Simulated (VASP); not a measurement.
# BaPt2O3 (P6/mmm) in VASP: single point with PBE

Aim: the single point of BaPt2O3 with PBE.

Program: VASP 6.6.1. These are calculated values, not measurements. Logs are shortened: lines on timing, memory, paths and dates and some standing lists are left out, and cuts for length are marked.

## (1) The cell of the first run

The structure is hexagonal, space group P6/mmm (No. 191). Conventional cell: a = 5.817 Å, b = 5.817 Å, c = 3.149 Å, α = 90.00°, β = 90.00°, γ = 120.00°. Within 4.1 Å of Ba (site symmetry 6/mmm) lie 2 Ba at 3.15 Å and 12 O at 3.31 Å and 6 Pt at 3.36 Å. Pt (site symmetry -6m2) has 6 O at 2.30 Å within 3.0 Å. Within 3.0 Å of O (site symmetry mmm) lie 4 Pt at 2.30 Å and 4 O at 2.91 Å.

## (2) Single point, PBE

The input, INCAR:

```
SYSTEM = BaPt2O3
  PREC = Accurate
  ENCUT = 520
  EDIFF = 1E-7
  ISMEAR = 0
  SIGMA = 0.1
  LREAL = .FALSE.
  LASPH = .TRUE.
  NELM = 100
  ALGO = Normal
  ISIF = 2
  LWAVE = .FALSE.
  LCHARG = .FALSE.
  GGA = PE
  NBANDS = 33
```

The input, KPOINTS:

```
Automatic mesh
0
G
  3 3 6
  0 0 0
```

The input, POSCAR:

```
BaPt2O3
1.0
    5.8166423300      0.0000000000      0.0000000000
   -2.9083211600      5.0373600200      0.0000000000
    0.0000000000      0.0000000000      3.1489301300
Ba Pt O
1 2 3
Direct
    0.0000000000      0.0000000000      0.0000000000
    0.3333333300      0.6666666700      0.0000000000
    0.6666666700      0.3333333300      0.0000000000
    0.5000000000      0.0000000000      0.5000000000
    0.5000000000      0.5000000000      0.5000000000
    0.0000000000      0.5000000000      0.5000000000
```

Potentials or basis: VASP PAW PBE potentials, release 64 (Ba_sv, Pt, O).

Launch:

```sh
cat potpaw_PBE.64/Ba_sv/POTCAR potpaw_PBE.64/Pt/POTCAR potpaw_PBE.64/O/POTCAR > POTCAR
mpirun -np 1 vasp_std > vasp.out
```

OUTCAR:

```text
SYSTEM = BaPt2O3
   PREC = Accurate
   ENCUT = 520
   EDIFF = 1E-7
   ISMEAR = 0
   LREAL = .FALSE.
   LASPH = .TRUE.
   NELM = 100
   ISIF = 2
   GGA = PE

 ion  position               nearest neighbor table
   1  0.000  0.000  0.000-   6 3.31   6 3.31   6 3.31   6 3.31   4 3.31   4 3.31   4 3.31   4 3.31
                             5 3.31   5 3.31   5 3.31   5 3.31   2 3.36   3 3.36   2 3.36   3 3.36
   2  0.333  0.667  0.000-   4 2.30   4 2.30   6 2.30   6 2.30   5 2.30   5 2.30   1 3.36   3 3.36
                             3 3.36   1 3.36   1 3.36   3 3.36
   3  0.667  0.333  0.000-   4 2.30   4 2.30   6 2.30   6 2.30   5 2.30   5 2.30   1 3.36   2 3.36
                             2 3.36   1 3.36   1 3.36   2 3.36
   4  0.500  0.000  0.500-   2 2.30   3 2.30   2 2.30   3 2.30   1 3.31   1 3.31   1 3.31   1 3.31

   5  0.500  0.500  0.500-   2 2.30   3 2.30   2 2.30   3 2.30   1 3.31   1 3.31   1 3.31   1 3.31

   6  0.000  0.500  0.500-   2 2.30   3 2.30   2 2.30   3 2.30   1 3.31   1 3.31   1 3.31   1 3.31

  LATTYP: Found a hexagonal cell.
 ALAT       =     5.8166423300
 C/A-ratio  =     0.5413656112

  Lattice vectors:

 A1 = (   5.8166423300,   0.0000000000,   0.0000000000)
 A2 = (  -2.9083211600,   5.0373600200,   0.0000000000)
 A3 = (   0.0000000000,   0.0000000000,   3.1489301300)

Analysis of symmetry for initial positions (statically):
=====================================================================
 Subroutine PRICEL returns:
 Original cell was already a primitive cell.

 Routine SETGRP: Setting up the symmetry group for a
 hexagonal supercell.

 Subroutine GETGRP returns: Found 24 space group operations
 (whereof 24 operations were pure point group operations)
 out of a pool of 24 trial point group operations.

The static configuration has the point symmetry D_6h.

Analysis of symmetry for dynamics (positions and initial velocities):
=====================================================================
 Subroutine PRICEL returns:
 Original cell was already a primitive cell.

 Routine SETGRP: Setting up the symmetry group for a
 hexagonal supercell.

 Subroutine GETGRP returns: Found 24 space group operations
 (whereof 24 operations were pure point group operations)
 out of a pool of 24 trial point group operations.

The dynamic configuration has the point symmetry D_6h.

 Subroutine INISYM returns: Found 24 space group operations
 (whereof 24 operations are pure point group operations),
 and found     1 'primitive' translations

----------------------------------------------------------------------------------------

                                     Primitive cell

  volume of cell :      92.2653

  direct lattice vectors                    reciprocal lattice vectors
     5.816642330  0.000000000  0.000000000     0.171920490  0.099258341  0.000000000
    -2.908321160  5.037360020  0.000000000     0.000000000  0.198516683  0.000000000
     0.000000000  0.000000000  3.148930130     0.000000000  0.000000000  0.317568177

  length of vectors
     5.816642330  5.816642325  3.148930130     0.198516682  0.198516683  0.317568177

  position of ions in fractional coordinates (direct lattice)
     0.000000000  0.000000000  0.000000000
     0.333333330  0.666666670  0.000000000
     0.666666670  0.333333330  0.000000000
     0.500000000  0.000000000  0.500000000
     0.500000000  0.500000000  0.500000000
     1.000000000  0.500000000  0.500000000

  ion indices of the primitive-cell ions
   primitive index   ion index
                 1           1
                 2           2
                 3           3
                 4           4
                 5           5
                 6           6

----------------------------------------------------------------------------------------

 KPOINTS: Automatic mesh

Automatic generation of k-mesh.
 Grid dimensions read from file:
 generate k-points for:    3    3    6

 Generating k-lattice:

  Cartesian coordinates                     Fractional coordinates (reciprocal lattice)
     0.057306830  0.033086114  0.000000000     0.333333333 -0.000000000  0.000000000
     0.000000000  0.066172228  0.000000000     0.000000000  0.333333333  0.000000000
     0.000000000  0.000000000  0.052928029     0.000000000  0.000000000  0.166666667

  Length of vectors
     0.066172227  0.066172228  0.052928029

  Shift w.r.t. Gamma in fractional coordinates (k-lattice)
     0.000000000  0.000000000  0.000000000

 Subroutine IBZKPT returns following result:
 ===========================================

 Found     12 irreducible k-points:

 Following reciprocal coordinates:
            Coordinates               Weight
  0.000000  0.000000  0.000000      1.000000
  0.333333  0.000000  0.000000      6.000000
  0.333333  0.333333  0.000000      2.000000
  0.000000  0.000000  0.166667      2.000000
  0.333333  0.000000  0.166667     12.000000
  0.333333  0.333333  0.166667      4.000000
  0.000000  0.000000  0.333333      2.000000
  0.333333  0.000000  0.333333     12.000000
  0.333333  0.333333  0.333333      4.000000
  0.000000  0.000000  0.500000      1.000000
  0.333333  0.000000  0.500000      6.000000
  0.333333  0.333333  0.500000      2.000000
   k-points           NKPTS =     12   k-points in BZ     NKDIM =     12   number of bands    NBANDS=     33
   number of dos      NEDOS =    301   number of ions     NIONS =      6
   total plane-waves  NPLWV =  55296
   dimension x,y,z NGX =    48 NGY =   48 NGZ =   24
   dimension x,y,z NGXF=    96 NGYF=   96 NGZF=   48
   ions per type =               1   2   3
   NGX,Y,Z   is equivalent  to a cutoff of  13.72, 13.72, 12.67 a.u.
   NGXF,Y,Z  is equivalent  to a cutoff of  27.44, 27.44, 25.34 a.u.
 SYSTEM =  BaPt2O3
   PREC   = accura    normal or accurate (medium, high low for compatibility)
   ISTART =      0    job   : 0-new  1-cont  2-samecut
   ICHARG =      2    charge: 1-file 2-atom 10-const
   ISPIN  =      1    spin polarized calculation?
   LNONCOLLINEAR =      F non collinear calculations
   LSORBIT =      F    spin-orbit coupling
   LASPH  =      T    aspherical Exc in radial PAW
   ENCUT  =  520.0 eV  38.22 Ry    6.18 a.u.  10.82 10.82  5.85*2*pi/ulx,y,z
   NELM   =    100;   NELMIN=  2; NELMDL= -5     # of ELM steps
   EDIFF  = 0.1E-06   stopping-criterion for ELM
   LREAL  =      F    real-space projection
   EDIFFG = 0.1E-05   stopping-criterion for IOM
   NSW    =      0    number of steps for IOM
   IBRION =     -1    ionic relax: 0-MD 1-quasi-New 2-CG
   NFREE  =      0    steps in history (QN), initial steepest desc. (CG)
   ISIF   =      2    stress and relaxation
   ISYM   =      2    0-nonsym 1-usesym 2-fastsym
   POTIM  = 0.5000    time-step for ionic-motion
   TEBEG  =    0.0;   TEEND  =   0.0 temperature during run
   PSTRESS=    0.0 pullay stress
   NELECT =      48.0000    total number of electrons
   NUPDOWN=      -1.0000    fix difference up-down
   EMIN   =  10.00;   EMAX   =-10.00  energy-range for DOS
   EFERMI =   0.00;   METHOD = LEGACY
   ISMEAR =     0;   SIGMA  =   0.10  broadening in eV -4-tet -1-fermi 0-gaus
   EFERMI_NEDOS =   21; number of points for ismear=-14 and -15
   IALGO  =     38    algorithm
   IMIX   =      4    mixing-type and parameters
     AMIX     =   0.40;   BMIX     =  1.00
     AMIX_MAG =   1.60;   BMIX_MAG =  1.00
  volume/ion in A,a.u.               =      15.38       103.77
  Fermi-wavevector in a.u.,A,eV,Ry     =   1.316666  2.488139 23.587205  1.733611
  Thomas-Fermi vector in A             =   2.446762
   LORBIT       =      0    0 simple, 1 ext, 2 COOP (PROOUT), +10 PAW based schemes
   GGA     = PE    functional components
   LHFCALC =     F    Hartree Fock is set to
   AEXX    =    0.0000 exact exchange contribution
   IVDW    =     0    specifies the selected vdW correction
   LEPSILON=     F    determine dielectric tensor
   LRPA    =     F    only Hartree local field effects (RPA)
 non-spin polarized calculation
 Gauss-broadening in eV      SIGMA  =   0.10
  energy-cutoff  :      520.00
  volume of cell :       92.27
 maximum number of plane-waves:      2502
 NGX is ok and might be reduce to    48
   NGX = 21   NGY = 21   NGZ = 11

 number of electron      47.9999990 magnetization

 Free energy of the ion-electron system (eV)
  ---------------------------------------------------
  ext. energy  EPLUGINS =         0.00000000
  ---------------------------------------------------
  free energy    TOTEN  =       -30.44850485 eV

  energy without entropy =      -30.42538744  energy(sigma->0) =      -30.43694614

 E-fermi :   5.8967     XC(G=0): -11.1799

 val. band max:        5.8153702372   @ k =   0.0000   0.0000   0.0000
 cond. band min:       5.9069561062   @ k =   0.3333   0.0000   0.3333
 fundamental gap:      0.0915858690
 Fermi energy:         5.8966532670

 k-point     1 :       0.0000    0.0000    0.0000
  band No.  band energies     occupation
      1     -23.0324      2.00000
      2     -12.9953      2.00000
      3     -12.1322      2.00000
      4     -12.1321      2.00000
      5      -8.0946      2.00000
      6      -8.0946      2.00000
[... 25 lines left out ...]
     32      12.7521      0.00000
     33      12.7521      0.00000

 k-point     2 :       0.3333    0.0000    0.0000
  band No.  band energies     occupation
      1     -23.0296      2.00000
      2     -12.8804      2.00000
      3     -12.3502      2.00000
      4     -12.1485      2.00000
      5      -8.0334      2.00000
      6      -7.9347      2.00000
[... 25 lines left out ...]
     32      12.8174      0.00000
     33      13.0250      0.00000
[... 322 lines left out ...]
     32      11.6574      0.00000
     33      12.8658      0.00000

 k-point    12 :       0.3333    0.3333    0.5000
  band No.  band energies     occupation
      1     -22.4331      2.00000
      2     -12.2636      2.00000
      3     -12.2636      2.00000
      4     -12.1296      2.00000
      5      -9.9754      2.00000
      6      -7.5345      2.00000
[... 25 lines left out ...]
     32      12.4654      0.00000
     33      12.4654      0.00000

------------------------ aborting loop because EDIFF is reached ----------------------------------------

  FORCE on cell =-STRESS in cart. coord.  units (eV):
  Direction    XX          YY          ZZ          XY          YZ          ZX
  --------------------------------------------------------------------------------------
  -------------------------------------------------------------------------------------
  Total       -5.3041523     -5.3041523      4.4289935     -0.0000000      0.0000000      0.0000000
  in kB      -92.1060574    -92.1060573     76.9090155     -0.0000001      0.0000000      0.0000000
  external PRESSURE =     -35.7676998 kB  Pullay stress =       0.0000000 kB

 VOLUME and BASIS-vectors are now :
 -----------------------------------------------------------------------------
  energy-cutoff  :      520.00
  volume of cell :       92.27
      direct lattice vectors                 reciprocal lattice vectors
     5.816642330  0.000000000  0.000000000     0.171920490  0.099258341  0.000000000
    -2.908321160  5.037360020  0.000000000     0.000000000  0.198516683  0.000000000
     0.000000000  0.000000000  3.148930130     0.000000000  0.000000000  0.317568177

 POSITION                                       TOTAL-FORCE (eV/Angst)
 -----------------------------------------------------------------------------------
      0.00000      0.00000      0.00000        -0.000000      0.000000      0.000000
     -0.00000      3.35824      0.00000        -0.000000     -0.000000      0.000000
      2.90832      1.67912      0.00000         0.000000      0.000000     -0.000000
      2.90832      0.00000      1.57447        -0.000000      0.000000      0.000000
      1.45416      2.51868      1.57447         0.000000      0.000000      0.000000
     -1.45416      2.51868      1.57447        -0.000000      0.000000      0.000000
 -----------------------------------------------------------------------------------
    total drift:                               -0.000000      0.000000     -0.000000

  FREE ENERGIE OF THE ION-ELECTRON SYSTEM (eV)
  ---------------------------------------------------
  free  energy   TOTEN  =       -30.4485048494 eV

  energy  without entropy=      -30.4253874355  energy(sigma->0) =      -30.43694614
```

Wall time 34 s (1 thread of Intel Xeon Platinum 8375C at 2.90GHz (Ice Lake), shared host); peak memory 0.24 GiB.

What came out:

| Item | Value |
| --- | --- |
| Free energy | -30.4485 eV |
| Pressure | -3.6 GPa |
| Band gap on the k mesh | zero (band 24 reaches 5.92 eV, above the bottom of band 25 at 5.59 eV) |

Caveat: the k points lie up to 0.42 Å⁻¹ apart; spin-orbit coupling is left out, which moves the levels of the heavy elements.
